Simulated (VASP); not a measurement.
## Ti: single point with PBEsol

Crystal: Ti.

```
CELL_PARAMETERS angstrom
-1.69616 1.69616 1.69616
1.69616 -1.69616 1.69616
1.69616 1.69616 -1.69616
ATOMIC_POSITIONS crystal
Ti 0.00000 0.00000 0.00000
```

This isn't the form of Ti at room conditions, which is hcp.

```yaml
Program: VASP 6.6.1
Task: single point
Functional: PBEsol
Potentials_or_basis: VASP PAW PBE potentials, release 64 (Ti_sv)
Cutoff: 520 eV
k_mesh: 22 × 22 × 22
Occupations: gaussian, width 0.15 eV
Spin: no spin polarisation
```

```
Pressure               : -14.1 GPa
Band gap on the k mesh : zero (bands 6 and 7 overlap by 1.45 eV)
```

Levels at points of the mesh, in eV from the Fermi level:
| k point | band 2 | band 3 | band 4 | band 5 | band 6 | band 7 | band 8 | band 9 | band 10 | band 11 |
| --- | --- | --- | --- | --- | --- | --- | --- | --- | --- | --- |
| (0.00, 0.00, 0.00) | -32.60 | -32.60 | -32.60 | -5.68 | 0.87 | 0.87 | 0.87 | 2.40 | 2.40 | 16.60 |
| (0.50, 0.00, 0.00) | -33.06 | -32.75 | -32.60 | -2.19 | -0.31 | 0.85 | 2.37 | 2.67 | 3.68 | 7.56 |
| (0.50, 0.50, 0.50) | -32.93 | -32.93 | -32.93 | -1.75 | -1.75 | 3.39 | 3.39 | 3.39 | 7.47 | 7.47 |

Wall time 2.2 min on 1 thread of Intel Xeon 8259CL, on a shared host, peak memory 0.2 GiB.

Caveat: the cell stands under tension; the PAW data sets were made with another functional, which shifts forces and pressure a little.
